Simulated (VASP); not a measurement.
# Al (Fd-3m) in VASP: a series of runs

Al is run at these levels: PBE; tasks: single point.

All numbers are computed with VASP 6.6.1; they aren't measurements. Logs are shortened: lines on timing, memory, paths and dates and some standing lists are left out, and cuts for length are marked.

## Step 1: The cell of the first run

The structure is cubic, space group Fd-3m (No. 227). The conventional cell has a = 6.124 Å, b = 6.124 Å, c = 6.124 Å, α = 90.00°, β = 90.00°, γ = 90.00°. Within 3.5 Å of Al (site symmetry -43m) lie 4 Al at 2.65 Å.

## Step 2: Single point, PBE

Contents of INCAR:

```
SYSTEM = Al
PREC = Accurate
ENCUT = 500
EDIFF = 1E-6
ISMEAR = -1
SIGMA = 0.06122561905347299
LREAL = .False.
LASPH = .True.
NELM = 120
ALGO = Normal
ISIF = 2
LWAVE = .False.
LCHARG = .False.
GGA = PE
NBANDS = 10
GGA_COMPAT = .False.
```

Contents of KPOINTS:

```
Automatic mesh
0
Gamma
  11 11 11
  0 0 0
```

Contents of POSCAR:

```
Al
1.0
    0.0000000000      3.0620967446      3.0620967446
    3.0620967446      0.0000000000      3.0620967446
    3.0620967446      3.0620967446      0.0000000000
Al
2
Direct
    0.0000000000      0.0000000000      0.0000000000
    0.2500000000      0.2500000000      0.2500000000
```

Potentials or basis: VASP PAW PBE potentials, release 64 (Al).

Started as:

```console
$ cat potpaw_PBE.64/Al/POTCAR > POTCAR
$ mpirun -np 1 vasp_std > vasp.out
```

OUTCAR:

```text
SYSTEM = Al
   PREC = Accurate
   ENCUT = 500
   EDIFF = 1E-6
   ISMEAR = -1
   LREAL = .False.
   LASPH = .True.
   NELM = 120
   ISIF = 2
   GGA = PE

 ion  position               nearest neighbor table
   1  0.000  0.000  0.000-   2 2.65   2 2.65   2 2.65   2 2.65
   2  0.250  0.250  0.250-   1 2.65   1 2.65   1 2.65   1 2.65

  LATTYP: Found a face centered cubic cell.
 ALAT       =     6.1241934892

  Lattice vectors:

 A1 = (   0.0000000000,   3.0620967446,   3.0620967446)
 A2 = (   3.0620967446,   0.0000000000,   3.0620967446)
 A3 = (   3.0620967446,   3.0620967446,   0.0000000000)

Analysis of symmetry for initial positions (statically):
=====================================================================
 Subroutine PRICEL returns:
 Original cell was already a primitive cell.

 Routine SETGRP: Setting up the symmetry group for a
 face centered cubic supercell.

 Subroutine GETGRP returns: Found 48 space group operations
 (whereof 24 operations were pure point group operations)
 out of a pool of 48 trial point group operations.

The static configuration has the point symmetry T_d .
 The point group associated with its full space group is O_h .

Analysis of symmetry for dynamics (positions and initial velocities):
=====================================================================
 Subroutine PRICEL returns:
 Original cell was already a primitive cell.

 Routine SETGRP: Setting up the symmetry group for a
 face centered cubic supercell.

 Subroutine GETGRP returns: Found 48 space group operations
 (whereof 24 operations were pure point group operations)
 out of a pool of 48 trial point group operations.

The dynamic configuration has the point symmetry T_d .
 The point group associated with its full space group is O_h .

 Subroutine INISYM returns: Found 48 space group operations
 (whereof 24 operations are pure point group operations),
 and found     1 'primitive' translations

----------------------------------------------------------------------------------------

                                     Primitive cell

  volume of cell :      57.4231

  direct lattice vectors                    reciprocal lattice vectors
     0.000000000  3.062096745  3.062096745    -0.163286807  0.163286807  0.163286807
     3.062096745  0.000000000  3.062096745     0.163286807 -0.163286807  0.163286807
     3.062096745  3.062096745  0.000000000     0.163286807  0.163286807 -0.163286807

  length of vectors
     4.330458746  4.330458746  4.330458746     0.282821046  0.282821046  0.282821046

  position of ions in fractional coordinates (direct lattice)
     0.000000000  0.000000000  0.000000000
     0.250000000  0.250000000  0.250000000

  ion indices of the primitive-cell ions
   primitive index   ion index
                 1           1
                 2           2

----------------------------------------------------------------------------------------

 KPOINTS: Automatic mesh

Automatic generation of k-mesh.
 Grid dimensions read from file:
 generate k-points for:   11   11   11

 Generating k-lattice:

  Cartesian coordinates                     Fractional coordinates (reciprocal lattice)
    -0.014844255  0.014844255  0.014844255     0.090909091  0.000000000  0.000000000
     0.014844255 -0.014844255  0.014844255     0.000000000  0.090909091  0.000000000
     0.014844255  0.014844255 -0.014844255     0.000000000  0.000000000  0.090909091

  Length of vectors
     0.025711004  0.025711004  0.025711004

  Shift w.r.t. Gamma in fractional coordinates (k-lattice)
     0.000000000  0.000000000  0.000000000

 Subroutine IBZKPT returns following result:
 ===========================================

 Found     56 irreducible k-points:

 Following reciprocal coordinates:
            Coordinates               Weight
  0.000000  0.000000  0.000000      1.000000
  0.090909  0.000000  0.000000      8.000000
  0.181818  0.000000  0.000000      8.000000
  0.272727  0.000000  0.000000      8.000000
  0.363636  0.000000  0.000000      8.000000
  0.454545  0.000000  0.000000      8.000000
[... 16 lines left out ...]
 -0.272727  0.181818  0.000000     24.000000
 -0.181818  0.181818  0.000000     12.000000
 [... further k-points ...]
   k-points           NKPTS =     56   k-points in BZ     NKDIM =     56   number of bands    NBANDS=     10
   number of dos      NEDOS =    301   number of ions     NIONS =      2
   total plane-waves  NPLWV =  32768
   dimension x,y,z NGX =    32 NGY =   32 NGZ =   32
   dimension x,y,z NGXF=    64 NGYF=   64 NGZF=   64
   ions per type =               2
   NGX,Y,Z   is equivalent  to a cutoff of  12.28, 12.28, 12.28 a.u.
   NGXF,Y,Z  is equivalent  to a cutoff of  24.57, 24.57, 24.57 a.u.
 SYSTEM =  Al
   PREC   = accura    normal or accurate (medium, high low for compatibility)
   ISTART =      0    job   : 0-new  1-cont  2-samecut
   ICHARG =      2    charge: 1-file 2-atom 10-const
   ISPIN  =      1    spin polarized calculation?
   LNONCOLLINEAR =      F non collinear calculations
   LSORBIT =      F    spin-orbit coupling
   LASPH  =      T    aspherical Exc in radial PAW
   ENCUT  =  500.0 eV  36.75 Ry    6.06 a.u.   7.90  7.90  7.90*2*pi/ulx,y,z
   NELM   =    120;   NELMIN=  2; NELMDL= -5     # of ELM steps
   EDIFF  = 0.1E-05   stopping-criterion for ELM
   LREAL  =      F    real-space projection
   EDIFFG = 0.1E-04   stopping-criterion for IOM
   NSW    =      0    number of steps for IOM
   IBRION =     -1    ionic relax: 0-MD 1-quasi-New 2-CG
   NFREE  =      0    steps in history (QN), initial steepest desc. (CG)
   ISIF   =      2    stress and relaxation
   ISYM   =      2    0-nonsym 1-usesym 2-fastsym
   POTIM  = 0.5000    time-step for ionic-motion
   TEBEG  =    0.0;   TEEND  =   0.0 temperature during run
   PSTRESS=    0.0 pullay stress
   NELECT =       6.0000    total number of electrons
   NUPDOWN=      -1.0000    fix difference up-down
   EMIN   =  10.00;   EMAX   =-10.00  energy-range for DOS
   EFERMI =   0.00;   METHOD = LEGACY
   ISMEAR =    -1;   SIGMA  =   0.06  broadening in eV -4-tet -1-fermi 0-gaus
   EFERMI_NEDOS =   21; number of points for ismear=-14 and -15
   IALGO  =     38    algorithm
   IMIX   =      4    mixing-type and parameters
     AMIX     =   0.40;   BMIX     =  1.00
     AMIX_MAG =   1.60;   BMIX_MAG =  1.00
  volume/ion in A,a.u.               =      28.71       193.76
  Fermi-wavevector in a.u.,A,eV,Ry     =   0.771075  1.457120  8.089424  0.594556
  Thomas-Fermi vector in A             =   1.872415
   LORBIT       =      0    0 simple, 1 ext, 2 COOP (PROOUT), +10 PAW based schemes
   GGA     = PE    functional components
   LHFCALC =     F    Hartree Fock is set to
   AEXX    =    0.0000 exact exchange contribution
   IVDW    =     0    specifies the selected vdW correction
   LEPSILON=     F    determine dielectric tensor
   LRPA    =     F    only Hartree local field effects (RPA)
 non-spin polarized calculation
  energy-cutoff  :      500.00
  volume of cell :       57.42
 maximum number of plane-waves:      1470
   NGX = 15   NGY = 15   NGZ = 15

 number of electron       6.0000000 magnetization

 Free energy of the ion-electron system (eV)
  ---------------------------------------------------
  ext. energy  EPLUGINS =         0.00000000
  ---------------------------------------------------
  free energy    TOTEN  =        -6.00321155 eV

  energy without entropy =       -5.98451177  energy(sigma->0) =       -5.99386166

 E-fermi :   2.5403     XC(G=0):  -8.0069

 val. band max:        2.5295740492   @ k =  -0.2727   0.3636   0.0909
 cond. band min:       2.5884628397   @ k =   0.4545   0.2727   0.0000
 fundamental gap:      0.0588887904
 Fermi energy:         2.5402634125

 k-point     1 :       0.0000    0.0000    0.0000
  band No.  band energies     occupation
      1      -5.1507      2.00000
      2       4.5746      0.00000
      3       4.5746      0.00000
      4       4.5746      0.00000
      5       6.4187      0.00000
      6       6.4187      0.00000
      7       6.4187      0.00000
      8       7.3226      0.00000
      9      10.1559      0.00000
     10      10.3331      0.00000

 k-point     2 :       0.0909    0.0000    0.0000
  band No.  band energies     occupation
      1      -5.0627      2.00000
      2       3.7392      0.00000
      3       4.4266      0.00000
      4       4.4266      0.00000
      5       6.4650      0.00000
      6       6.6331      0.00000
      7       6.6331      0.00000
      8       7.9281      0.00000
      9      10.0401      0.00000
     10      10.0401      0.00000

 k-point     3 :       0.1818    0.0000    0.0000
  band No.  band energies     occupation
      1      -4.8017      2.00000
      2       2.3486      1.91624
      3       4.1381      0.00000
      4       4.1381      0.00000
      5       6.2137      0.00000
      6       7.0181      0.00000
      7       7.0181      0.00000
      8       9.1562      0.00000
      9       9.7218      0.00000
     10       9.7218      0.00000

 k-point     4 :       0.2727    0.0000    0.0000
  band No.  band energies     occupation
      1      -4.3797      2.00000
      2       0.9826      2.00000
      3       3.8740      0.00000
      4       3.8740      0.00000
      5       5.9262      0.00000
      6       7.1549      0.00000
      7       7.1549      0.00000
      8       9.9976      0.00000
      9       9.9976      0.00000
     10      10.2556      0.00000
[... 222 lines left out ...]
 k-point    22 :      -0.3636    0.1818    0.0000
  band No.  band energies     occupation
      1      -3.1658      2.00000
      2      -0.6823      2.00000
      3       1.8042      1.99999
      4       3.3209      0.00001
      5       6.0363      0.00000
      6       7.7854      0.00000
      7       7.8566      0.00000
      8      10.4215      0.00000
      9      10.5442      0.00000
     10      11.2586      0.00000

 k-point    23 :      -0.2727    0.1818    0.0000
  band No.  band energies     occupation
      1      -3.7273      2.00000
      2       0.2581      2.00000
      3       1.8519      1.99997
      4       3.6542      0.00000
      5       6.3914      0.00000
      6       7.7200      0.00000
      7       7.8144      0.00000
      8       9.3214      0.00000
      9       9.4316      0.00000
     10      12.2806      0.00000

 k-point    24 :      -0.1818    0.1818    0.0000
  band No.  band energies     occupation
      1      -4.2347      2.00000
      2       1.2519      2.00000
      3       2.2358      1.98625
      4       4.0115      0.00000
      5       6.7461      0.00000
      6       7.3721      0.00000
      7       7.5936      0.00000
      8       8.8340      0.00000
      9       8.9021      0.00000
     10      12.4777      0.00000

 [... further k-points ...]
[... 5 lines left out ...]
  --------------------------------------------------------------------------------------
  -------------------------------------------------------------------------------------
  Total       -0.4809440     -0.4809440     -0.4809440      0.0000000      0.0000000      0.0000000
  in kB      -13.4189454    -13.4189454    -13.4189454      0.0000000      0.0000000      0.0000000
  external PRESSURE =     -13.4189454 kB  Pullay stress =       0.0000000 kB

 VOLUME and BASIS-vectors are now :
 -----------------------------------------------------------------------------
  energy-cutoff  :      500.00
  volume of cell :       57.42
      direct lattice vectors                 reciprocal lattice vectors
     0.000000000  3.062096745  3.062096745    -0.163286807  0.163286807  0.163286807
     3.062096745  0.000000000  3.062096745     0.163286807 -0.163286807  0.163286807
     3.062096745  3.062096745  0.000000000     0.163286807  0.163286807 -0.163286807

 POSITION                                       TOTAL-FORCE (eV/Angst)
 -----------------------------------------------------------------------------------
      0.00000      0.00000      0.00000         0.000000      0.000000      0.000000
      1.53105      1.53105      1.53105        -0.000000     -0.000000     -0.000000
 -----------------------------------------------------------------------------------
    total drift:                               -0.000000     -0.000000      0.000000

  FREE ENERGIE OF THE ION-ELECTRON SYSTEM (eV)
  ---------------------------------------------------
  free  energy   TOTEN  =        -6.0032115517 eV

  energy  without entropy=       -5.9845117660  energy(sigma->0) =       -5.99386166
```

Run time: 36 s. Hardware: 1 thread of AMD EPYC 7R13, shared host; peak memory 0.15 GiB.

What came out:

- Free energy: -6.0032 eV
- Pressure: -1.3 GPa
- Band gap on the k mesh: zero (band 3 reaches 4.57 eV, above the bottom of band 4 at 1.58 eV)

Levels at points of the mesh, in eV from the Fermi level:
```tsv
k point	band 1	band 2	band 3	band 4	band 5	band 6	band 7	band 8
(0.00, 0.00, 0.00)	-7.69	2.03	2.03	2.03	3.88	3.88	3.88	4.78
```

## Step 3: Single point, PBE

This run uses another cell than the first one, of 29.26 Å³/atom, 1.019 times its volume.

Contents of INCAR:

```
SYSTEM = Al
ALGO = Normal
EDIFF = 1E-6
ENCUT = 500
GGA = PE
GGA_COMPAT = .FALSE.
ISIF = 2
ISMEAR = -1
LASPH = .TRUE.
LCHARG = .TRUE.
LELF = .TRUE.
LREAL = .FALSE.
LVHAR = .TRUE.
LWAVE = .FALSE.
NBANDS = 10
NELM = 120
PREC = Accurate
SIGMA = 0.06122561905347299
```

Contents of KPOINTS:

```
k-points
0
G
  11 11 11
  0 0 0
```

Contents of POSCAR:

```
Al
1.0
    0.0000000000      3.0816010714      3.0816010714
    3.0816010714      0.0000000000      3.0816010714
    3.0816010714      3.0816010714      0.0000000000
Al
2
Direct
    0.0000000000      0.0000000000      0.0000000000
    0.2500000000      0.2500000000      0.2500000000
```

Potentials or basis: VASP PAW PBE potentials, release 64 (Al).

Started as:

```console
$ cat potpaw_PBE.64/Al/POTCAR > POTCAR
$ mpirun -np 1 vasp_std > vasp.out
```

Run time: 41 s. Hardware: 1 thread of AMD EPYC 7R13, shared host; peak memory 0.15 GiB.

It converged, with:

```yaml
Free_energy: -5.9919 eV
Pressure: -1.9 GPa
Band_gap_on_the_k_mesh: zero (band 3 reaches 4.43 eV, above the bottom of band 4 at 1.49 eV)
```

Levels at points of the mesh, in eV from the Fermi level:
| k point | band 1 | band 2 | band 3 | band 4 | band 5 | band 6 | band 7 | band 8 |
| --- | --- | --- | --- | --- | --- | --- | --- | --- |
| (0.00, 0.00, 0.00) | -7.62 | 2.00 | 2.00 | 2.00 | 3.84 | 3.84 | 3.84 | 4.59 |

[end of part 1 of 2]
